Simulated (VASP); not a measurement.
Here is a VASP 6.6.1 calculation.

Contents of INCAR:

```
SYSTEM = MoS2
ALGO     = Normal         ! electronic algorithm
EDIFF    = 1E-6           ! SCF threshold, eV
ENCUT    = 520            ! plane-wave cutoff, eV
GGA      = PE             ! functional
ISIF     = 2              ! what is computed and relaxed
ISMEAR   = 0              ! smearing method
LASPH    = .TRUE.         ! aspherical terms in the spheres
LCHARG   = .FALSE.        ! write CHGCAR
LREAL    = .FALSE.        ! projectors in reciprocal space
LWAVE    = .FALSE.        ! write WAVECAR
NBANDS   = 35             ! bands
NELM     = 80             ! most SCF steps
PREC     = Accurate       ! precision mode
SIGMA    = 0.05           ! smearing width, eV
```

KPOINTS

```
k-points
0
G
  12 12 2
  0 0 0
```

The input POSCAR:

```
MoS2
1.0
    3.1855822578      0.0000000000      0.0000000000
   -1.5927911289      2.5932674514      0.0000000000
    0.0000000000      0.0000000000     14.5104515858
Mo S
2 4
Direct
    0.3333333333      0.6666666667      0.2500000000
    0.6666666667      0.3333333333      0.7500000000
    0.3333333333      0.6666666667      0.6423151295
    0.6666666667      0.3333333333      0.1423151295
    0.3333333333      0.6666666667      0.8576848705
    0.6666666667      0.3333333333      0.3576848705
```

Potentials or basis: VASP PAW PBE potentials, release 64 (Mo_sv, S).

The run is started by

```sh
$ cat potpaw_PBE.64/Mo_sv/POTCAR potpaw_PBE.64/S/POTCAR > POTCAR
$ mpirun -np 1 vasp_std > vasp.out
```

(1) What does it give for the band gap on the k mesh?

(2) Estimate the largest force.

## Answers

(1) 1.72 eV (least direct gap 1.96 eV).

(2) 0.702 eV/Å.

Caveat: the cell differs from its parent crystal (strain -0.0600 x Voigt [0, 1, 0, 0, 0, 0]).
